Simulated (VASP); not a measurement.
# Gd (P6_3/mmc) in VASP: settings compared

The runs below take Gd through single point, with RPBE, PBE.

Program: VASP 6.6.1. These are calculated values, not measurements. Logs are shortened: lines on timing, memory, paths and dates and some standing lists are left out, and cuts for length are marked.

## Step 1: The cell of the first run

It takes space group P6_3/mmc (No. 194, hexagonal). The conventional cell has a = 3.710 Å, b = 3.710 Å, c = 5.950 Å, α = 90.00°, β = 90.00°, γ = 120.00°. Within 4.8 Å of Gd (site symmetry -6m2) lie 12 Gd at 3.67 to 3.71 Å.

## Step 2: Single point, RPBE, collinear spin, ferromagnetic start

Contents of INCAR:

```
ALGO = Normal
EDIFF = 1E-6
ENCUT = 520
GGA = RP
ISIF = 2
ISMEAR = -1
ISPIN = 2
LASPH = T
LCHARG = T
LELF = T
LMAXMIX = 6
LORBIT = 11
LREAL = F
LVHAR = T
LWAVE = F
MAGMOM = 7 7
NBANDS = 29
NELM = 150
PREC = Accurate
SIGMA = 0.05
```

Contents of KPOINTS:

```
k-points
0
Gamma
  8 8 5
```

Contents of POSCAR:

```
Gd
1.0
    3.7095220945      0.0000000000      0.0000000000
   -1.8547610472      3.2125403697      0.0000000000
    0.0000000000      0.0000000000      5.9495115525
Gd
2
Direct
    0.6666666667      0.3333333333      0.7500000000
    0.3333333333      0.6666666667      0.2500000000
```

Potentials or basis: VASP PAW PBE potentials, release 64 (Gd).

Launch:

```console
cat potpaw_PBE.64/Gd/POTCAR > POTCAR
mpirun -np 1 vasp_std > vasp.out
```

OUTCAR:

```text
EDIFF = 1E-6
   ENCUT = 520
   GGA = RP
   ISIF = 2
   ISMEAR = -1
   ISPIN = 2
   LASPH = T
   LORBIT = 11
   LREAL = F
   NELM = 150
   PREC = Accurate

 ion  position               nearest neighbor table
   1  0.667  0.333  0.750-
   2  0.333  0.667  0.250-

  LATTYP: Found a hexagonal cell.
 ALAT       =     3.7095220945
 C/A-ratio  =     1.6038485284

  Lattice vectors:

 A1 = (   3.7095220945,   0.0000000000,   0.0000000000)
 A2 = (  -1.8547610472,   3.2125403697,   0.0000000000)
 A3 = (   0.0000000000,   0.0000000000,   5.9495115525)

Analysis of symmetry for initial positions (statically):
=====================================================================
 Subroutine PRICEL returns:
 Original cell was already a primitive cell.

 Routine SETGRP: Setting up the symmetry group for a
 hexagonal supercell.

 Subroutine GETGRP returns: Found 24 space group operations
 (whereof 12 operations were pure point group operations)
 out of a pool of 24 trial point group operations.

The static configuration has the point symmetry D_3d.
 The point group associated with its full space group is D_6h.

Analysis of symmetry for dynamics (positions and initial velocities):
=====================================================================
 Subroutine PRICEL returns:
 Original cell was already a primitive cell.

 Routine SETGRP: Setting up the symmetry group for a
 hexagonal supercell.

 Subroutine GETGRP returns: Found 24 space group operations
 (whereof 12 operations were pure point group operations)
 out of a pool of 24 trial point group operations.

The dynamic configuration has the point symmetry D_3d.
 The point group associated with its full space group is D_6h.

Analysis of structural, dynamic, and magnetic symmetry:
=====================================================================
 Subroutine PRICEL returns:
 Original cell was already a primitive cell.

 Routine SETGRP: Setting up the symmetry group for a
 hexagonal supercell.

 Subroutine GETGRP returns: Found 24 space group operations
 (whereof 12 operations were pure point group operations)
 out of a pool of 24 trial point group operations.

The overall configuration has the point symmetry D_3d.
 The point group associated with its full space group is D_6h.

 Subroutine INISYM returns: Found 24 space group operations
 (whereof 12 operations are pure point group operations),
 and found     1 'primitive' translations

----------------------------------------------------------------------------------------

                                     Primitive cell

  volume of cell :      70.9003

  direct lattice vectors                    reciprocal lattice vectors
     3.709522095  0.000000000  0.000000000     0.269576505  0.155640067  0.000000000
    -1.854761047  3.212540370  0.000000000     0.000000000  0.311280135  0.000000000
     0.000000000  0.000000000  5.949511552     0.000000000  0.000000000  0.168081025

  length of vectors
     3.709522095  3.709522094  5.949511552     0.311280135  0.311280135  0.168081025

  position of ions in fractional coordinates (direct lattice)
     0.666666667  0.333333333  0.750000000
     0.333333333  0.666666667  0.250000000

  ion indices of the primitive-cell ions
   primitive index   ion index
                 1           1
                 2           2

----------------------------------------------------------------------------------------

 KPOINTS: k-points

Automatic generation of k-mesh.
 Grid dimensions read from file:
 generate k-points for:    8    8    5

 Generating k-lattice:

  Cartesian coordinates                     Fractional coordinates (reciprocal lattice)
     0.033697063  0.019455008  0.000000000     0.125000000  0.000000000  0.000000000
     0.000000000  0.038910017  0.000000000     0.000000000  0.125000000  0.000000000
     0.000000000  0.000000000  0.033616205     0.000000000  0.000000000  0.200000000

  Length of vectors
     0.038910017  0.038910017  0.033616205

  Shift w.r.t. Gamma in fractional coordinates (k-lattice)
     0.000000000  0.000000000  0.000000000

 Subroutine IBZKPT returns following result:
 ===========================================

 Found     30 irreducible k-points:

 Following reciprocal coordinates:
            Coordinates               Weight
  0.000000  0.000000  0.000000      1.000000
  0.125000  0.000000  0.000000      6.000000
  0.250000  0.000000  0.000000      6.000000
  0.375000  0.000000  0.000000      6.000000
  0.500000  0.000000  0.000000      3.000000
  0.125000  0.125000  0.000000      6.000000
[... 16 lines left out ...]
  0.250000  0.000000  0.400000     12.000000
  0.375000  0.000000  0.400000     12.000000
 [... further k-points ...]
   k-points           NKPTS =     30   k-points in BZ     NKDIM =     30   number of bands    NBANDS=     29
   number of dos      NEDOS =    301   number of ions     NIONS =      2
   total plane-waves  NPLWV =  37632
   dimension x,y,z NGX =    28 NGY =   28 NGZ =   48
   dimension x,y,z NGXF=    56 NGYF=   56 NGZF=   96
   ions per type =               2
   NGX,Y,Z   is equivalent  to a cutoff of  12.55, 12.55, 13.41 a.u.
   NGXF,Y,Z  is equivalent  to a cutoff of  25.10, 25.10, 26.83 a.u.
 SYSTEM =  unknown system
   PREC   = accura    normal or accurate (medium, high low for compatibility)
   ISTART =      0    job   : 0-new  1-cont  2-samecut
   ICHARG =      2    charge: 1-file 2-atom 10-const
   ISPIN  =      2    spin polarized calculation?
   LNONCOLLINEAR =      F non collinear calculations
   LSORBIT =      F    spin-orbit coupling
   LASPH  =      T    aspherical Exc in radial PAW
   ENCUT  =  520.0 eV  38.22 Ry    6.18 a.u.   6.90  6.90 11.06*2*pi/ulx,y,z
   NELM   =    150;   NELMIN=  2; NELMDL= -5     # of ELM steps
   EDIFF  = 0.1E-05   stopping-criterion for ELM
   LREAL  =      F    real-space projection
   EDIFFG = 0.1E-04   stopping-criterion for IOM
   NSW    =      0    number of steps for IOM
   IBRION =     -1    ionic relax: 0-MD 1-quasi-New 2-CG
   NFREE  =      0    steps in history (QN), initial steepest desc. (CG)
   ISIF   =      2    stress and relaxation
   ISYM   =      2    0-nonsym 1-usesym 2-fastsym
   POTIM  = 0.5000    time-step for ionic-motion
   TEBEG  =    0.0;   TEEND  =   0.0 temperature during run
   PSTRESS=    0.0 pullay stress
   NELECT =      36.0000    total number of electrons
   NUPDOWN=      -1.0000    fix difference up-down
   EMIN   =  10.00;   EMAX   =-10.00  energy-range for DOS
   EFERMI =   0.00;   METHOD = LEGACY
   ISMEAR =    -1;   SIGMA  =   0.05  broadening in eV -4-tet -1-fermi 0-gaus
   EFERMI_NEDOS =   21; number of points for ismear=-14 and -15
   IALGO  =     38    algorithm
   IMIX   =      4    mixing-type and parameters
     AMIX     =   0.40;   BMIX     =  1.00
     AMIX_MAG =   1.60;   BMIX_MAG =  1.00
  volume/ion in A,a.u.               =      35.45       239.23
  Fermi-wavevector in a.u.,A,eV,Ry     =   1.306050  2.468076 23.208353  1.705766
  Thomas-Fermi vector in A             =   2.436878
   LORBIT       =     11    0 simple, 1 ext, 2 COOP (PROOUT), +10 PAW based schemes
   GGA     = RP    functional components
   LHFCALC =     F    Hartree Fock is set to
   AEXX    =    0.0000 exact exchange contribution
   IVDW    =     0    specifies the selected vdW correction
   LEPSILON=     F    determine dielectric tensor
   LRPA    =     F    only Hartree local field effects (RPA)
 spin polarized calculation
  energy-cutoff  :      520.00
  volume of cell :       70.90
 maximum number of plane-waves:      1923
 NGX is ok and might be reduce to    28
   NGX = 13   NGY = 13   NGZ = 23

 number of electron      35.9999988 magnetization      15.3546869

 Free energy of the ion-electron system (eV)
  ---------------------------------------------------
  ext. energy  EPLUGINS =         0.00000000
  ---------------------------------------------------
  free energy    TOTEN  =       -22.94799524 eV

  energy without entropy =      -22.91815245  energy(sigma->0) =      -22.93307384

 E-fermi :   2.7776     XC(G=0):  -9.5556

 val. band max:        2.7657004261   @ k =   0.5000   0.0000   0.2000
 cond. band min:       2.7898549947   @ k =   0.2500   0.1250   0.2000
 fundamental gap:      0.0241545686
 Fermi energy:         2.7776235171

 spin component 1

 k-point     1 :       0.0000    0.0000    0.0000
  band No.  band energies     occupation
      1     -42.7419      1.00000
      2     -42.6932      1.00000
      3     -20.3740      1.00000
      4     -19.8866      1.00000
      5     -19.8866      1.00000
      6     -19.8050      1.00000
[... 21 lines left out ...]
     28       4.1351      0.00000
     29       4.6126      0.00000
[... 705 lines left out ...]
 k-point    24 :       0.3750    0.0000    0.4000
  band No.  band energies     occupation
      1     -42.6977      1.00000
      2     -42.6903      1.00000
      3     -20.2913      1.00000
      4     -20.2515      1.00000
      5     -19.9903      1.00000
      6     -19.9462      1.00000
[... 21 lines left out ...]
     28       3.8321      0.00000
     29       4.7643      0.00000

 [... further k-points ...]

 spin component 2

 k-point     1 :       0.0000    0.0000    0.0000
  band No.  band energies     occupation
      1     -39.4332      1.00000
      2     -39.3715      1.00000
      3     -18.0982      1.00000
      4     -17.5020      1.00000
      5     -17.5020      1.00000
      6     -17.4081      1.00000
[... 21 lines left out ...]
     28       5.3599      0.00000
     29       5.8420      0.00000
[... 705 lines left out ...]
 k-point    24 :       0.3750    0.0000    0.4000
  band No.  band energies     occupation
      1     -39.3771      1.00000
      2     -39.3677      1.00000
      3     -17.9951      1.00000
      4     -17.9469      1.00000
      5     -17.6321      1.00000
      6     -17.5753      1.00000
[... 21 lines left out ...]
     28       5.0172      0.00000
     29       5.8977      0.00000

 [... further k-points ...]
[... 5 lines left out ...]
  --------------------------------------------------------------------------------------
  -------------------------------------------------------------------------------------
  Total       -0.0769291     -0.0769291     -0.0751354     -0.0000000      0.0000000     -0.0000000
  in kB       -1.7384141     -1.7384141     -1.6978818     -0.0000000      0.0000000     -0.0000000
  external PRESSURE =      -1.7249033 kB  Pullay stress =       0.0000000 kB

 VOLUME and BASIS-vectors are now :
 -----------------------------------------------------------------------------
  energy-cutoff  :      520.00
  volume of cell :       70.90
      direct lattice vectors                 reciprocal lattice vectors
     3.709522095  0.000000000  0.000000000     0.269576505  0.155640067  0.000000000
    -1.854761047  3.212540370  0.000000000     0.000000000  0.311280135  0.000000000
     0.000000000  0.000000000  5.949511552     0.000000000  0.000000000  0.168081025

 POSITION                                       TOTAL-FORCE (eV/Angst)
 -----------------------------------------------------------------------------------
      1.85476      1.07085      4.46213         0.000000     -0.000000      0.000000
     -0.00000      2.14169      1.48738        -0.000000      0.000000      0.000000
 -----------------------------------------------------------------------------------
    total drift:                               -0.000000      0.000000     -0.000000

  FREE ENERGIE OF THE ION-ELECTRON SYSTEM (eV)
  ---------------------------------------------------
  free  energy   TOTEN  =       -22.9479952350 eV

  energy  without entropy=      -22.9181524518  energy(sigma->0) =      -22.93307384

 total charge

# of ion       s       p       d       f       tot
--------------------------------------------------
    1        2.069   5.585   0.533   6.986  15.173
    2        2.069   5.585   0.533   6.986  15.173
--------------------------------------------------
tot          4.138  11.169   1.065  13.973  30.346

 magnetization (x)

# of ion       s       p       d       f       tot
--------------------------------------------------
    1        0.002  -0.059   0.220   6.823   6.987
    2        0.002  -0.059   0.220   6.823   6.987
--------------------------------------------------
tot          0.005  -0.118   0.441  13.647  13.974
```

It took 10 min on 1 thread of Oxide Virtual Turin-like, shared host; peak memory 0.24 GiB.

What came out:

```yaml
Free_energy: -22.9480 eV
Pressure: -0.2 GPa
Net_moment: 15.35 μB per cell
Site_moments: Gd +6.99 μB
Valence_electrons_inside_the_program's_atomic_spheres: Gd 15.17
```

Levels at points of the mesh, in eV from the Fermi level:
Spin up:
```
           k point  band 23  band 24  band 25  band 26  band 27  band 28  band 29
(0.00, 0.00, 0.00)    -4.98    -2.44     0.67     1.28     1.28     1.36     1.83
(0.50, 0.00, 0.00)    -2.18    -1.62    -1.22    -0.30     0.91     1.07     1.60
```
Spin down:
| k point | band 8 | band 9 | band 10 | band 11 | band 12 | band 13 |
| --- | --- | --- | --- | --- | --- | --- |
| (0.00, 0.00, 0.00) | -20.18 | -4.05 | -1.29 | 0.28 | 0.31 | 0.35 |
| (0.50, 0.00, 0.00) | -20.26 | -0.97 | -0.78 | -0.50 | 0.31 | 0.37 |

Caveat: the PAW data sets were made with another functional, which shifts forces and pressure a little; spin-orbit coupling is left out, which moves the levels of the heavy elements; semilocal functionals describe open f shells poorly, which spoils levels, moments and volumes.

## Step 3: Single point, PBE, collinear spin, ferromagnetic start

This run uses another cell than the first one, of 31.12 Å³/atom.

Contents of INCAR:

```
SYSTEM = Gd
ALGO = Normal
EDIFF = 1E-6
ENCUT = 520
GGA = PE
ISIF = 2
ISMEAR = -1
ISPIN = 2
LASPH = .TRUE.
LCHARG = .FALSE.
LMAXMIX = 6
LORBIT = 11
LREAL = .FALSE.
LWAVE = .FALSE.
MAGMOM = 7 7
NBANDS = 29
NELM = 150
PREC = Accurate
SIGMA = 0.05
```

Contents of KPOINTS:

```
k-points
0
G
  8 8 5
  0 0 0
```

Contents of POSCAR:

```
Gd
1.0
    3.5617750913      0.0000000000      0.0000000000
   -1.7808875456      3.0845877117      0.0000000000
    0.0000000000      0.0000000000      5.6645546323
Gd
2
Direct
    0.6666666667      0.3333333333      0.7500000000
    0.3333333333      0.6666666667      0.2500000000
```

Potentials or basis: VASP PAW PBE potentials, release 64 (Gd).

Launch:

```console
cat potpaw_PBE.64/Gd/POTCAR > POTCAR
mpirun -np 1 vasp_std > vasp.out
```

Run time: 11 min. Hardware: 1 thread of Oxide Virtual Turin-like, shared host; peak memory 0.22 GiB.

Results (log left out):

```
Free energy                                           : -23.3775 eV
Pressure                                              : 3.1 GPa
Net moment                                            : 15.19 μB per cell
Site moments                                          : Gd +6.99 μB
Valence electrons inside the program's atomic spheres : Gd 15.22
```

Stress tensor (GPa, compression positive):
```
2.97 0.00 0.00
0.00 2.97 0.00
0.00 0.00 3.38
```

Levels at points of the mesh, in eV from the Fermi level:
Spin up:
```
           k point  band 24  band 25  band 26  band 27  band 28  band 29
(0.00, 0.00, 0.00)    -2.58     1.31     1.38     1.38     1.56     2.06
(0.50, 0.00, 0.00)    -1.89    -1.40     0.06     1.09     1.21     1.91
```
Spin down:
| k point | band 8 | band 9 | band 10 | band 11 | band 12 | band 13 |
| --- | --- | --- | --- | --- | --- | --- |
| (0.00, 0.00, 0.00) | -19.75 | -4.24 | -1.53 | 0.40 | 0.44 | 0.50 |
| (0.50, 0.00, 0.00) | -19.88 | -1.08 | -1.03 | -0.69 | 0.44 | 0.51 |

Caveat: the cell stands under pressure; spin-orbit coupling is left out, which moves the levels of the heavy elements; semilocal functionals describe open f shells poorly, which spoils levels, moments and volumes.

## Step 4: Single point, PBE, collinear spin, ferromagnetic start

This run uses another cell than the first one, of 33.66 Å³/atom.

Contents of INCAR:

```
ALGO = Normal ; EDIFF = 1E-6
ENCUT = 520 ; GGA = PE
ISIF = 2 ; ISMEAR = -1
ISPIN = 2 ; LASPH = True
LCHARG = True ; LELF = True
LMAXMIX = 6 ; LORBIT = 11
LREAL = False ; LVHAR = True
LWAVE = False ; MAGMOM = 7 7
NBANDS = 29 ; NELM = 150
PREC = Accurate ; SIGMA = 0.05
```

Contents of KPOINTS:

```
k-points
0
Gamma
  8 8 5
```

Contents of POSCAR:

```
Gd
1.0
    3.6492688685      0.0000000000      0.0000000000
   -1.8246344343      3.1603595454      0.0000000000
    0.0000000000      0.0000000000      5.8366445847
Gd
2
Direct
    0.6666666667      0.3333333333      0.7500000000
    0.3333333333      0.6666666667      0.2500000000
```

Launch:

```console
cat potpaw_PBE.64/Gd/POTCAR > POTCAR
mpirun -np 1 vasp_std > vasp.out
```

Wall time 11 min (1 thread of AMD EPYC 9755, shared host); peak memory 0.24 GiB.

It converged, with:

| Property | Result |
| --- | --- |
| Free energy | -23.4258 eV |
| Pressure | -3.1 GPa |
| Net moment | 15.23 μB per cell |
| Site moments | Gd +6.99 μB |
| Valence electrons inside the program's atomic spheres | Gd 15.18 |

Stress tensor (GPa, compression positive):
```
-2.90  0.00  0.00
 0.00 -2.90  0.00
 0.00  0.00 -3.42
```

Levels at points of the mesh, in eV from the Fermi level:
Spin up:
| k point | band 22 | band 23 | band 24 | band 25 | band 26 | band 27 | band 28 | band 29 |
| --- | --- | --- | --- | --- | --- | --- | --- | --- |
| (0.00, 0.00, 0.00) | -4.77 | -4.77 | -2.48 | 0.94 | 1.32 | 1.32 | 1.43 | 1.92 |
| (0.50, 0.00, 0.00) | -4.78 | -2.16 | -1.71 | -1.28 | -0.13 | 1.03 | 1.08 | 1.72 |
Spin down:
| k point | band 7 | band 8 | band 9 | band 10 | band 11 | band 12 | band 13 | band 14 |
| --- | --- | --- | --- | --- | --- | --- | --- | --- |
| (0.00, 0.00, 0.00) | -19.98 | -19.98 | -4.17 | -1.43 | 0.34 | 0.38 | 0.42 | 0.48 |
| (0.50, 0.00, 0.00) | -20.19 | -20.07 | -1.06 | -0.88 | -0.58 | 0.38 | 0.44 | 0.50 |

Caveat: the cell stands under tension; spin-orbit coupling is left out, which moves the levels of the heavy elements; semilocal functionals describe open f shells poorly, which spoils levels, moments and volumes. The state reached can hang on the start; a lower one may exist.

(Part 1 of 2 ends here.)
